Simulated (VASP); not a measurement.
Write the native input for VASP 6.6.1 that does the following.

```yaml
Task: single point
Functional: LDA
Potentials_or_basis: VASP PAW LDA potentials, release 64 (Co_sv, O)
Cutoff: 700 eV
k_mesh: 10 × 10 × 10
Occupations: gaussian, width 0.1 eV
Spin: collinear spin, ferromagnetic start
Starting_moments: "[2.5, 0.0] μB"
Hubbard_terms: Co d U = 3.0 eV
Dipole_correction: no
Further_INCAR_settings: ALGO = Normal; EDIFF = 1e-06; NBANDS = 22
```

The structure of CoO lies in POSCAR:

```
CoO
1.0
    0.0000000000      2.1315000000      2.1315000000
    2.1315000000      0.0000000000      2.1315000000
    2.1315000000      2.1315000000      0.0000000000
Co O
1 1
Direct
    0.0000000000      0.0000000000      0.0000000000
    0.5000000000      0.5000000000      0.5000000000
```

One way to write it, as run:

INCAR

```
SYSTEM = CoO
  PREC = Accurate
  ENCUT = 700
  EDIFF = 1E-6
  ISMEAR = 0
  SIGMA = 0.1
  LREAL = .FALSE.
  LASPH = .TRUE.
  NELM = 200
  ALGO = Normal
  ISIF = 2
  LWAVE = .FALSE.
  LCHARG = .FALSE.
  ISPIN = 2
  MAGMOM = 2.5 0
  LORBIT = 11
  LMAXMIX = 4
  LDAU = .TRUE.
  LDAUTYPE = 2
  LDAUL = 2 -1
  LDAUU = 3 0
  LDAUJ = 0 0
  LDAUPRINT = 1
  NBANDS = 22
  GGA_COMPAT = .FALSE.
```

KPOINTS

```
Automatic mesh
0
G
  10 10 10
  0 0 0
```

Potentials or basis: VASP PAW LDA potentials, release 64 (Co_sv, O).

Command:

```bash
$ cat potpaw_LDA.64/Co_sv/POTCAR potpaw_LDA.64/O/POTCAR > POTCAR
$ mpirun -np 1 vasp_std > vasp.out
```

It gave:

```
Pressure                                              : -17.6 GPa
Band gap on the k mesh                                : zero (filled and empty bands overlap)
Net moment                                            : 3.00 μB per cell
Site moments                                          : Co +2.64; O +0.28 μB
Valence electrons inside the program's atomic spheres : Co 14.89; O 4.96
```

Caveat: the cell stands under tension; a cell with one magnetic atom can't hold antiferromagnetic order, which such compounds often take.

Wall time 86 s on 1 thread of Intel(R) Xeon(R) Platinum 8375C CPU @ 2.90GHz (Ice Lake) (shared host), peak memory 0.17 GiB.
